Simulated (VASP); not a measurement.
A run of VASP 6.6.1 is set up as follows.

INCAR

```
  PREC = Accurate
  ENCUT = 520
  EDIFF = 1E-6
  ISMEAR = 0
  SIGMA = 0.1
  LREAL = False
  LASPH = True
  NELM = 100
  ALGO = Fast
  ISIF = 2
  LWAVE = False
  LCHARG = False
  GGA = PE
  NBANDS = 28
```

KPOINTS

```
regular mesh
0
Gamma
  6 6 2
```

POSCAR

```
Ca
1.0
    3.9575547823      0.0000000000      0.0000000000
   -1.9787773911      3.4273429783      0.0000000000
    0.0000000000      0.0000000000     12.8694210400
Ca
4
Direct
    0.0000000000      0.0000000000      0.0000000000
    0.3333333300      0.6666666700      0.2500000000
    0.0000000000      0.0000000000      0.5000000000
    0.6666666700      0.3333333300      0.7500000000
```

Potentials or basis: VASP PAW PBE potentials, release 64 (Ca_sv).

Command:

```sh
$ cat potpaw_PBE.64/Ca_sv/POTCAR > POTCAR
$ mpirun -np 1 vasp_std > vasp.out
```

Q: What does it give for the band gap on the k mesh?

A: Zero (bands 20 and 21 overlap by 0.40 eV).

Q: Predict the pressure.

A: -0.5 GPa.

Stress tensor (GPa, compression positive):
```
-0.69  0.00  0.00
 0.00 -0.69  0.00
 0.00  0.00 -0.18
```
